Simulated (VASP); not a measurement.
# Ni (Im-3m) in VASP: notebook, part 2 of 2

VASP 6.6.1. Earlier steps stand in the parts before.

## (4) Single point, RPBE, collinear spin, ferromagnetic start (12.67 Å³/atom)

This run uses another cell than the first one, of 12.67 Å³/atom.

Input file INCAR:

```
  ALGO = Normal
  EDIFF = 1E-7
  ENCUT = 520
  GGA = RP
  ISIF = 2
  ISMEAR = -1
  ISPIN = 2
  LASPH = T
  LCHARG = T
  LELF = T
  LMAXMIX = 4
  LORBIT = 11
  LREAL = F
  LVHAR = T
  LWAVE = F
  MAGMOM = 0.612
  NBANDS = 15
  NELM = 150
  PREC = Accurate
  SIGMA = 0.05
```

Input file KPOINTS:

```
k-points
0
Gamma
  18 18 18
```

Input file POSCAR:

```
Ni
1.0
   -1.4685654980      1.4685654980      1.4685654980
    1.4685654980     -1.4685654980      1.4685654980
    1.4685654980      1.4685654980     -1.4685654980
Ni
1
Direct
    0.0000000000      0.0000000000      0.0000000000
```

Potentials or basis: VASP PAW PBE potentials, release 64 (Ni).

Command:

```console
$ cat potpaw_PBE.64/Ni/POTCAR > POTCAR
$ mpirun -np 1 vasp_std > vasp.out
```

OUTCAR:

```text
EDIFF = 1E-7
   ENCUT = 520
   GGA = RP
   ISIF = 2
   ISMEAR = -1
   ISPIN = 2
   LASPH = T
   LORBIT = 11
   LREAL = F
   NELM = 150
   PREC = Accurate

 ion  position               nearest neighbor table
   1  0.000  0.000  0.000-

  LATTYP: Found a body centered cubic cell.
 ALAT       =     2.9371309960

  Lattice vectors:

 A1 = (  -1.4685654980,   1.4685654980,   1.4685654980)
 A2 = (   1.4685654980,  -1.4685654980,   1.4685654980)
 A3 = (   1.4685654980,   1.4685654980,  -1.4685654980)

Analysis of symmetry for initial positions (statically):
=====================================================================
 Subroutine PRICEL returns:
 Original cell was already a primitive cell.

 Routine SETGRP: Setting up the symmetry group for a
 body centered cubic supercell.

 Subroutine GETGRP returns: Found 48 space group operations
 (whereof 48 operations were pure point group operations)
 out of a pool of 48 trial point group operations.

The static configuration has the point symmetry O_h .

Analysis of symmetry for dynamics (positions and initial velocities):
=====================================================================
 Subroutine PRICEL returns:
 Original cell was already a primitive cell.

 Routine SETGRP: Setting up the symmetry group for a
 body centered cubic supercell.

 Subroutine GETGRP returns: Found 48 space group operations
 (whereof 48 operations were pure point group operations)
 out of a pool of 48 trial point group operations.

The dynamic configuration has the point symmetry O_h .

Analysis of structural, dynamic, and magnetic symmetry:
=====================================================================
 Subroutine PRICEL returns:
 Original cell was already a primitive cell.

 Routine SETGRP: Setting up the symmetry group for a
 body centered cubic supercell.

 Subroutine GETGRP returns: Found 48 space group operations
 (whereof 48 operations were pure point group operations)
 out of a pool of 48 trial point group operations.

[... 162 lines left out ...]
      5       6.6058      1.00000
      6       6.6058      1.00000
      7      32.2769      0.00000
      8      32.2769      0.00000
      9      32.2769      0.00000
     10      36.0099      0.00000
     11      36.0099      0.00000
     12      36.0099      0.00000
     13      36.2455      0.00000
     14      36.2455      0.00000
[... 403 lines left out ...]
      4       6.5009      1.00000
      5       6.8440      1.00000
      6       8.5477      0.00000
      7      13.8202      0.00000
      8      22.1823      0.00000
      9      25.2665      0.00000
     10      30.7506      0.00000
     11      34.7195      0.00000
     12      38.5744      0.00000
     13      43.0388      0.00000
     14      46.7961      0.00000
     15      50.9646      0.00000

 [... further k-points ...]

 spin component 2

 k-point     1 :       0.0000    0.0000    0.0000
  band No.  band energies     occupation
      1      -0.4958      1.00000
      2       6.2041      1.00000
      3       6.2041      1.00000
      4       6.2041      1.00000
      5       7.1467      0.99820
      6       7.1467      0.99820
      7      32.1032      0.00000
      8      32.1032      0.00000
      9      32.1032      0.00000
     10      36.1144      0.00000
     11      36.1144      0.00000
     12      36.1868      0.00000
     13      36.1868      0.00000
     14      36.1868      0.00000
[... 403 lines left out ...]
      4       7.1257      0.99882
      5       7.4775      0.42693
      6       8.9422      0.00000
      7      14.0870      0.00000
      8      22.2225      0.00000
      9      25.2741      0.00000
     10      30.7596      0.00000
     11      34.7534      0.00000
     12      38.5077      0.00000
     13      43.1137      0.00000
     14      46.7408      0.00000
     15      50.9799      0.00000

 [... further k-points ...]

------------------------ aborting loop because EDIFF is reached ----------------------------------------

  FORCE on cell =-STRESS in cart. coord.  units (eV):
  Direction    XX          YY          ZZ          XY          YZ          ZX
  --------------------------------------------------------------------------------------
  -------------------------------------------------------------------------------------
  Total       -1.1481802     -1.1481802     -1.1481802      0.0000000      0.0000000      0.0000000
  in kB     -145.2047025   -145.2047025   -145.2047025      0.0000000      0.0000000      0.0000000
  external PRESSURE =    -145.2047025 kB  Pullay stress =       0.0000000 kB

 VOLUME and BASIS-vectors are now :
 -----------------------------------------------------------------------------
  energy-cutoff  :      520.00
  volume of cell :       12.67
      direct lattice vectors                 reciprocal lattice vectors
    -1.468565498  1.468565498  1.468565498     0.000000000  0.340468301  0.340468301
     1.468565498 -1.468565498  1.468565498     0.340468301  0.000000000  0.340468301
     1.468565498  1.468565498 -1.468565498     0.340468301  0.340468301  0.000000000

 POSITION                                       TOTAL-FORCE (eV/Angst)
 -----------------------------------------------------------------------------------
      0.00000      0.00000      0.00000        -0.000000     -0.000000     -0.000000
 -----------------------------------------------------------------------------------
    total drift:                                0.000000      0.000000      0.000000

  FREE ENERGIE OF THE ION-ELECTRON SYSTEM (eV)
  ---------------------------------------------------
  free  energy   TOTEN  =        -4.8008572181 eV

  energy  without entropy=       -4.7853294657  energy(sigma->0) =       -4.79309334

 total charge

# of ion       s       p       d       tot
------------------------------------------
    1        0.432   0.369   8.276   9.078

 magnetization (x)

# of ion       s       p       d       tot
------------------------------------------
    1       -0.005  -0.019   0.656   0.631
```

OSZICAR:

```text
N       E                     dE             d eps       ncg     rms          rms(c)
DAV:   1     0.343171916203E+02    0.34317E+02   -0.42285E+03 12229   0.823E+02
DAV:   2    -0.404295932182E+01   -0.38360E+02   -0.35590E+02 13520   0.158E+02
DAV:   3    -0.562906137400E+01   -0.15861E+01   -0.15639E+01 13947   0.315E+01
DAV:   4    -0.564126299777E+01   -0.12202E-01   -0.12198E-01 14147   0.263E+00
DAV:   5    -0.564147544128E+01   -0.21244E-03   -0.21244E-03 14234   0.318E-01    0.823E+00
DAV:   6    -0.522662333226E+01    0.41485E+00   -0.13938E+01 16978   0.382E+01    0.673E+00
DAV:   7    -0.481064771858E+01    0.41598E+00   -0.29698E+00 16650   0.162E+01    0.161E+00
DAV:   8    -0.480275584620E+01    0.78919E-02   -0.23838E-02 14253   0.102E+00    0.821E-01
DAV:   9    -0.480101166004E+01    0.17442E-02   -0.23218E-03 18265   0.333E-01    0.237E-01
DAV:  10    -0.480083773715E+01    0.17392E-03   -0.60145E-04 18132   0.167E-01    0.527E-02
DAV:  11    -0.480085587102E+01   -0.18134E-04   -0.16174E-04 16845   0.860E-02    0.293E-02
DAV:  12    -0.480085725570E+01   -0.13847E-05   -0.25619E-06 14569   0.124E-02    0.133E-02
DAV:  13    -0.480085721815E+01    0.37547E-07   -0.90110E-07 16733   0.804E-03
   1 F= -.48008572E+01 E0= -.47930933E+01  d E =-.155278E-01  mag=     0.6083
```

Run time: 2.2 min. Hardware: 1 thread of Intel Xeon 8259CL, shared host; peak memory 0.18 GiB.

What came out:

* Free energy: -4.8009 eV
* Pressure: -14.5 GPa
* Net moment: 0.61 μB per cell
* Site moments: Ni +0.63 μB
* Valence electrons inside the program's atomic spheres: Ni 9.08

Caveat: the cell stands under tension; the PAW data sets were made with another functional, which shifts forces and pressure a little.

## (5) Relaxation of cell and atoms, RPBE, collinear spin, ferromagnetic start

This run uses another cell than the first one, of 10.94 Å³/atom.

Input file INCAR:

```
ALGO = Normal
EDIFF = 1E-6
EDIFFG = -0.01
ENCUT = 600
GGA = RP
IBRION = 2
ISIF = 3
ISMEAR = -1
ISPIN = 2
LASPH = True
LCHARG = False
LMAXMIX = 4
LORBIT = 11
LREAL = False
LWAVE = False
MAGMOM = 0.8
NELM = 150
NSW = 80
PREC = Accurate
SIGMA = 0.05
```

Input file KPOINTS:

```
k-points
0
Gamma
  16 16 16
```

Input file POSCAR:

```
Ni
1.0
   -1.3984527048      1.3984527048      1.3984527048
    1.3984527048     -1.3984527048      1.3984527048
    1.3984527048      1.3984527048     -1.3984527048
Ni
1
Direct
    0.0000000000      0.0000000000      0.0000000000
```

Command:

```console
$ cat potpaw_PBE.64/Ni/POTCAR > POTCAR
$ mpirun -np 1 vasp_std > vasp.out
```

Run time: 2.3 min. Hardware: 1 thread of Intel Xeon 8259CL, shared host; peak memory 0.16 GiB.

It converged, with:

| Quantity | Value |
| --- | --- |
| Free energy | -4.8692 eV |
| Relaxed volume | 11.32 Å³/atom |
| Relaxed cell | a = 2.450 Å, b = 2.450 Å, c = 2.450 Å, α = 109.47°, β = 109.47°, γ = 109.47° |
| Space group after relaxing (to 0.1 Å) | Im-3m (No. 229) |
| Energy gained by relaxing | 7.1 meV/atom |
| Ionic steps | 3 |
| Pressure after relaxing | 0.0 GPa |
| Net moment | 0.56 μB per cell |
| Site moments | Ni +0.57 μB |
| Valence electrons inside the program's atomic spheres | Ni 9.24 |

The path:
| step | energy change (eV) | largest force (eV/Å) | pressure (GPa) | volume (Å³) |
| --- | --- | --- | --- | --- |
| 1 | 0.0000 | 0.0000 | 6.25 | 10.94 |
| 2 | -0.0027 | 0.0000 | -4.38 | 11.63 |
| 3 | -0.0071 | 0.0000 | 0.00 | 11.32 |

Final structure:
```xyz
1
Lattice="-1.4143 1.4143 1.4143 1.4143 -1.4143 1.4143 1.4143 1.4143 -1.4143" Properties=species:S:1:pos:R:3 pbc="T T T"
Ni    0.0000    0.0000    0.0000
```

Levels at points of the mesh, in eV from the Fermi level:
Spin up:
| k point | band 1 | band 2 | band 3 | band 4 | band 5 | band 6 | band 7 | band 8 | band 9 |
| --- | --- | --- | --- | --- | --- | --- | --- | --- | --- |
| (0.00, 0.00, 0.00) | -8.60 | -2.20 | -2.20 | -2.20 | -0.86 | -0.86 | 26.01 | 26.01 | 26.01 |
| (0.50, 0.00, 0.00) | -4.39 | -3.06 | -0.95 | -0.72 | -0.11 | 0.34 | 6.21 | 18.76 | 19.54 |
| (0.50, 0.50, 0.50) | -3.96 | -3.96 | -0.31 | -0.31 | -0.31 | 9.58 | 9.58 | 9.58 | 15.25 |
Spin down:
```
           k point  band 2  band 3  band 4  band 5  band 6  band 7  band 8  band 9
(0.00, 0.00, 0.00)   -1.50   -1.50   -1.50   -0.36   -0.36   25.87   25.87   25.87
(0.50, 0.00, 0.00)   -2.42   -0.37   -0.21    0.27    0.70    6.55   18.66   19.62
(0.50, 0.50, 0.50)   -3.63    0.48    0.48    0.48    9.58    9.58    9.58   15.32
```

Caveat: the PAW data sets were made with another functional, which shifts forces and pressure a little.

## (6) Single point, RPBE, collinear spin, ferromagnetic start

This run uses another cell than the first one, of 11.31 Å³/atom.

Input file INCAR:

```
  PREC = Accurate
  ENCUT = 520
  EDIFF = 1E-6
  ISMEAR = -1
  SIGMA = 0.05
  LREAL = F
  LASPH = T
  NELM = 150
  ALGO = Normal
  ISIF = 2
  LWAVE = F
  LCHARG = F
  ISPIN = 2
  MAGMOM = 0.602
  LORBIT = 11
  LMAXMIX = 4
  GGA = RP
  NBANDS = 15
```

Input file KPOINTS:

```
regular mesh
0
Gamma
  26 26 26
```

Input file POSCAR:

```
Ni
1.0
   -1.4141234147      1.4141234147      1.4141234147
    1.4141234147     -1.4141234147      1.4141234147
    1.4141234147      1.4141234147     -1.4141234147
Ni
1
Direct
    0.0000000000      0.0000000000      0.0000000000
```

Potentials or basis: VASP PAW PBE potentials, release 64 (Ni).

Command:

```console
$ cat potpaw_PBE.64/Ni/POTCAR > POTCAR
$ mpirun -np 1 vasp_std > vasp.out
```

OUTCAR:

```text
PREC = Accurate
   ENCUT = 520
   EDIFF = 1E-6
   ISMEAR = -1
   LREAL = F
   LASPH = T
   NELM = 150
   ISIF = 2
   ISPIN = 2
   LORBIT = 11
   GGA = RP

 ion  position               nearest neighbor table
   1  0.000  0.000  0.000-

  LATTYP: Found a body centered cubic cell.
 ALAT       =     2.8282468294

  Lattice vectors:

 A1 = (  -1.4141234147,   1.4141234147,   1.4141234147)
 A2 = (   1.4141234147,  -1.4141234147,   1.4141234147)
 A3 = (   1.4141234147,   1.4141234147,  -1.4141234147)

Analysis of symmetry for initial positions (statically):
=====================================================================
 Subroutine PRICEL returns:
 Original cell was already a primitive cell.

 Routine SETGRP: Setting up the symmetry group for a
 body centered cubic supercell.

 Subroutine GETGRP returns: Found 48 space group operations
 (whereof 48 operations were pure point group operations)
 out of a pool of 48 trial point group operations.

The static configuration has the point symmetry O_h .

Analysis of symmetry for dynamics (positions and initial velocities):
=====================================================================
 Subroutine PRICEL returns:
 Original cell was already a primitive cell.

 Routine SETGRP: Setting up the symmetry group for a
 body centered cubic supercell.

 Subroutine GETGRP returns: Found 48 space group operations
 (whereof 48 operations were pure point group operations)
 out of a pool of 48 trial point group operations.

The dynamic configuration has the point symmetry O_h .

Analysis of structural, dynamic, and magnetic symmetry:
=====================================================================
 Subroutine PRICEL returns:
 Original cell was already a primitive cell.

 Routine SETGRP: Setting up the symmetry group for a
 body centered cubic supercell.

 Subroutine GETGRP returns: Found 48 space group operations
 (whereof 48 operations were pure point group operations)
 out of a pool of 48 trial point group operations.

The overall configuration has the point symmetry O_h .

 Subroutine INISYM returns: Found 48 space group operations
 (whereof 48 operations are pure point group operations),
[... 161 lines left out ...]
      8      34.8833      0.00000
      9      34.8833      0.00000
     10      39.5327      0.00000
     11      39.5327      0.00000
     12      40.2816      0.00000
     13      40.2816      0.00000
     14      40.2817      0.00000
[... 403 lines left out ...]
      4       7.9202      1.00000
      5       8.2032      1.00000
      6       8.7224      0.95346
      7      17.2075      0.00000
      8      27.6511      0.00000
      9      28.7406      0.00000
     10      32.6334      0.00000
     11      35.8614      0.00000
     12      43.2558      0.00000
     13      45.5085      0.00000
     14      52.3482      0.00000
     15      54.4544      0.00000

 [... further k-points ...]

 spin component 2

 k-point     1 :       0.0000    0.0000    0.0000
  band No.  band energies     occupation
      1       0.2174      1.00000
      2       7.3674      1.00000
      3       7.3674      1.00000
      4       7.3674      1.00000
      5       8.4992      0.99944
      6       8.4992      0.99944
      7      34.7409      0.00000
      8      34.7409      0.00000
      9      34.7409      0.00000
     10      39.4219      0.00000
     11      39.4219      0.00000
     12      40.4555      0.00000
     13      40.4555      0.00000
     14      40.4555      0.00000
[... 403 lines left out ...]
      4       8.5037      0.99939
      5       8.6962      0.97191
      6       9.4374      0.00001
      7      17.4360      0.00000
      8      27.5943      0.00000
      9      28.8125      0.00000
     10      32.7021      0.00000
     11      35.9208      0.00000
     12      43.2217      0.00000
     13      45.4925      0.00000
     14      52.4374      0.00000
     15      55.0854      0.00000

 [... further k-points ...]

------------------------ aborting loop because EDIFF is reached ----------------------------------------

  FORCE on cell =-STRESS in cart. coord.  units (eV):
  Direction    XX          YY          ZZ          XY          YZ          ZX
  --------------------------------------------------------------------------------------
  -------------------------------------------------------------------------------------
  Total        0.0073172      0.0073172      0.0073172      0.0000000      0.0000000     -0.0000000
  in kB        1.0364216      1.0364216      1.0364216      0.0000000      0.0000000     -0.0000000
  external PRESSURE =       1.0364216 kB  Pullay stress =       0.0000000 kB

 VOLUME and BASIS-vectors are now :
 -----------------------------------------------------------------------------
  energy-cutoff  :      520.00
  volume of cell :       11.31
      direct lattice vectors                 reciprocal lattice vectors
    -1.414123415  1.414123415  1.414123415     0.000000000  0.353575929  0.353575929
     1.414123415 -1.414123415  1.414123415     0.353575929  0.000000000  0.353575929
     1.414123415  1.414123415 -1.414123415     0.353575929  0.353575929  0.000000000

 POSITION                                       TOTAL-FORCE (eV/Angst)
 -----------------------------------------------------------------------------------
      0.00000      0.00000      0.00000         0.000000      0.000000      0.000000
 -----------------------------------------------------------------------------------
    total drift:                                0.000000      0.000000      0.000000

  FREE ENERGIE OF THE ION-ELECTRON SYSTEM (eV)
  ---------------------------------------------------
  free  energy   TOTEN  =        -4.8687714577 eV

  energy  without entropy=       -4.8559661919  energy(sigma->0) =       -4.86236882

 total charge

# of ion       s       p       d       tot
------------------------------------------
    1        0.474   0.454   8.313   9.241

 magnetization (x)

# of ion       s       p       d       tot
------------------------------------------
    1       -0.005  -0.019   0.604   0.580
```

stdout:

```text
POSCAR found type information on POSCAR Ni
 POSCAR found :  1 types and       1 ions
 scaLAPACK will be used
 -----------------------------------------------------------------------------
|                                                                             |
|                                                                             |
|     You enforced a specific xc type in the INCAR file but a different       |
|     I HOPE YOU KNOW WHAT YOU ARE DOING!                                     |
|                                                                             |
 -----------------------------------------------------------------------------

 LDA part: xc-table for (Slater+PW92), standard interpolation
 POSCAR, INCAR and KPOINTS ok, starting setup
 FFT: planning ... GRIDC
 FFT: planning ... GRID_SOFT
 FFT: planning ... GRID
 WAVECAR not read
 entering main loop
```

Wall time 4.2 min (1 thread of Intel Xeon 8259CL, shared host); peak memory 0.23 GiB.

Results:

- Free energy: -4.8688 eV
- Pressure: 0.1 GPa
- Net moment: 0.57 μB per cell
- Site moments: Ni +0.58 μB
- Valence electrons inside the program's atomic spheres: Ni 9.24

Levels at points of the mesh, in eV from the Fermi level:
Spin up:
| k point | band 1 | band 2 | band 3 | band 4 | band 5 | band 6 | band 7 | band 8 | band 9 | band 10 |
| --- | --- | --- | --- | --- | --- | --- | --- | --- | --- | --- |
| (0.00, 0.00, 0.00) | -8.61 | -2.22 | -2.22 | -2.22 | -0.87 | -0.87 | 26.01 | 26.01 | 26.01 | 30.66 |
| (0.50, 0.00, 0.00) | -4.40 | -3.07 | -0.95 | -0.73 | -0.12 | 0.33 | 6.20 | 18.75 | 19.54 | 23.20 |
| (0.50, 0.50, 0.50) | -3.97 | -3.97 | -0.33 | -0.33 | -0.33 | 9.58 | 9.58 | 9.58 | 15.25 | 15.25 |
Spin down:
| k point | band 1 | band 2 | band 3 | band 4 | band 5 | band 6 | band 7 | band 8 | band 9 | band 10 |
| --- | --- | --- | --- | --- | --- | --- | --- | --- | --- | --- |
| (0.00, 0.00, 0.00) | -8.66 | -1.51 | -1.51 | -1.51 | -0.37 | -0.37 | 25.87 | 25.87 | 25.87 | 30.55 |
| (0.50, 0.00, 0.00) | -4.03 | -2.43 | -0.38 | -0.22 | 0.26 | 0.69 | 6.55 | 18.65 | 19.62 | 23.30 |
| (0.50, 0.50, 0.50) | -3.64 | -3.64 | 0.48 | 0.48 | 0.48 | 9.58 | 9.58 | 9.58 | 15.32 | 15.32 |

Caveat: the PAW data sets were made with another functional, which shifts forces and pressure a little.

## (7) The runs side by side

```csv
task,cell,k mesh,cutoff (eV),gap on the mesh (eV),pressure (GPa),moment (μB)
single point,"a = 2.482 Å, angles 109.5°, 1 atom",18 × 18 × 18,520,none,-5.9,0.59
single point,"a = 2.513 Å, angles 109.5°, 1 atom",18 × 18 × 18,520,none,-10.7,0.60
single point,"a = 2.544 Å, angles 109.5°, 1 atom",18 × 18 × 18,520,none,-14.5,0.61
relaxation of cell and atoms,"relaxed from a = 2.422 Å, angles 109.5°, 1 atom",16 × 16 × 16,600,none,0.0,0.56
single point,"a = 2.449 Å, angles 109.5°, 1 atom",26 × 26 × 26,520,none,0.1,0.57
```

Alike in all rows: level RPBE; potentials or basis VASP PAW PBE potentials, release 64 (Ni); spin collinear, ferromagnetic start; smearing fermi-dirac 0.05 eV.

Caveats: the PAW data sets were made with another functional, which shifts forces and pressure a little; the cell stands under tension (at least some runs).

Total energies depend on the potentials used, so only differences within one code and one set of settings carry meaning.
